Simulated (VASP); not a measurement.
# HPbNO4: single point with PBE

Crystal: HPbNO4.

```xyz
7
Lattice="4.1880 -0.0004 0.0062 -2.0414 5.1014 -0.0481 -2.0804 -1.8277 4.8146" Properties=species:S:1:pos:R:3 pbc="T T T"
H     2.1882   -1.4936    4.3855
Pb    0.1345    3.9213    0.6516
N    -1.9784    1.4998    2.3973
O     2.2272    4.6782    0.1002
O    -1.9498    2.6340    2.8957
O     2.1771    1.3814    1.1701
O    -1.9751    0.4977    3.1241
```

```yaml
Program: VASP 6.6.1
Task: single point
Functional: PBE
Potentials_or_basis: VASP PAW PBE potentials, release 64 (H, Pb_d, N, O)
Cutoff: 520 eV
k_mesh: 6 × 4 × 4
Occupations: fermi-dirac, width 0.05 eV
Spin: no spin polarisation
Dipole_correction: no
Further_INCAR_settings: ALGO = Normal; EDIFF = 1e-06; NBANDS = 31
```

```
Pressure               : 6.8 GPa
Largest force          : 2.260 eV/Å
Band gap on the k mesh : 2.93 eV (least direct gap 3.27 eV)
```

Forces in eV/Å, atoms in the order of the input:
```
H    0.000  0.936 -0.708
Pb  -0.006 -0.437  0.337
N   -0.001  0.034 -0.050
O    0.003 -0.614  0.470
O    0.051  2.044  0.817
O   -0.055 -0.124 -2.179
O    0.007 -1.839  1.313
```

Stress tensor (GPa, compression positive):
```
 2.77  0.09  0.17
 0.09  9.00 -0.94
 0.17 -0.94  8.55
```

Levels at points of the mesh, in eV from the valence-band top:
```tsv
k point	band 18	band 19	band 20	band 21	band 22	band 23	band 24	band 25	band 26	band 27
(0.00, 0.00, 0.00)	-2.55	-2.30	-2.29	-1.17	-0.56	3.46	4.58	5.38	6.16	7.71
(0.50, 0.00, 0.00)	-2.46	-2.21	-1.27	-0.95	0.00	3.30	4.40	5.67	6.25	8.38
(0.00, 0.50, 0.00)	-2.22	-1.79	-1.51	-1.15	-1.00	3.29	4.20	5.01	7.70	7.80
(0.50, 0.50, 0.00)	-2.66	-2.34	-0.93	-0.65	-0.33	2.98	5.48	5.55	6.13	7.82
(0.00, 0.00, 0.50)	-2.23	-1.80	-1.53	-1.10	-1.03	3.30	4.08	5.14	7.52	7.76
(0.50, 0.00, 0.50)	-2.66	-2.34	-0.92	-0.65	-0.34	2.97	5.50	5.53	6.14	7.81
(0.00, 0.50, 0.50)	-2.29	-2.06	-1.62	-1.06	-0.85	3.20	3.68	5.59	7.04	8.08
(0.50, 0.50, 0.50)	-2.46	-2.20	-1.26	-0.93	-0.03	3.29	4.40	5.69	6.21	8.37
```

It took 84 s on 1 thread of AMD EPYC 9R45 96-Core Processor (Zen 5), with other jobs on the host, peak memory 0.29 GiB.

Caveat: the standard files for N, O and F lose accuracy on very short bonds; the stress differs along the axes, from 3 to 9 GPa; spin-orbit coupling is left out, which moves the levels of the heavy elements; forces of over 1 eV/Å act on the atoms, so gaps and moduli don't describe the material at rest. A k mesh can miss the band edges.
